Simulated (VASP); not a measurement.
Wanted: the native input for a VASP 6.6.1 run.

```
Task                   : single point
Functional             : PBE
Potentials or basis    : VASP PAW PBE potentials, release 64 (Te, As)
Cutoff                 : 520 eV
k mesh                 : 10 × 10 × 6
Occupations            : gaussian, width 0.1 eV
Spin                   : no spin polarisation
Dipole correction      : no
Further INCAR settings : ALGO = Normal; EDIFF = 1e-07; NBANDS = 22
```

The structure of Te2As3 lies in POSCAR:

```
Te2As3
1.0
    4.1289150298      0.0000000000      0.0000000000
    0.0000000000      4.1289150298      0.0000000000
    0.0000000000      0.0000000000      8.3914832392
Te As
2 3
Direct
    0.0000000000      0.0000000000      0.6272369694
    0.5000000000      0.5000000000      0.5264842239
    0.5000000000      0.0000000000      0.9744583585
    0.0000000000      0.5000000000      0.9744583585
    0.0000000000      0.0000000000      0.1673620099
```

One way to write it, as run:

INCAR

```
ALGO     = Normal         # electronic algorithm
EDIFF    = 1E-7           # SCF threshold, eV
ENCUT    = 520            # plane-wave cutoff, eV
GGA      = PE             # functional
ISIF     = 2              # what is computed and relaxed
ISMEAR   = 0              # smearing method
LASPH    = T              # aspherical terms in the spheres
LCHARG   = T              # write CHGCAR
LELF     = T              # ELF
LREAL    = F              # projectors in reciprocal space
LVHAR    = T            
LWAVE    = F              # write WAVECAR
NBANDS   = 22             # bands
NELM     = 60             # most SCF steps
PREC     = Accurate       # precision mode
SIGMA    = 0.1            # smearing width, eV
```

KPOINTS

```
k-points
0
Gamma
  10 10 6
```

Potentials or basis: VASP PAW PBE potentials, release 64 (Te, As).

The run is started by

```sh
$ cat potpaw_PBE.64/Te/POTCAR potpaw_PBE.64/As/POTCAR > POTCAR
$ mpirun -np 1 vasp_std > vasp.out
```

Results of the run:

The pressure is 0.1 GPa and the largest force is 0.052 eV/Å.

Caveat: this functional lacks dispersion, which binds the layers, so the pressure and a relaxed spacing across them are unreliable.

It took 2.1 min on 1 thread of Intel(R) Xeon(R) 6975P-C (Granite Rapids), on a shared host, peak memory 0.4 GiB.
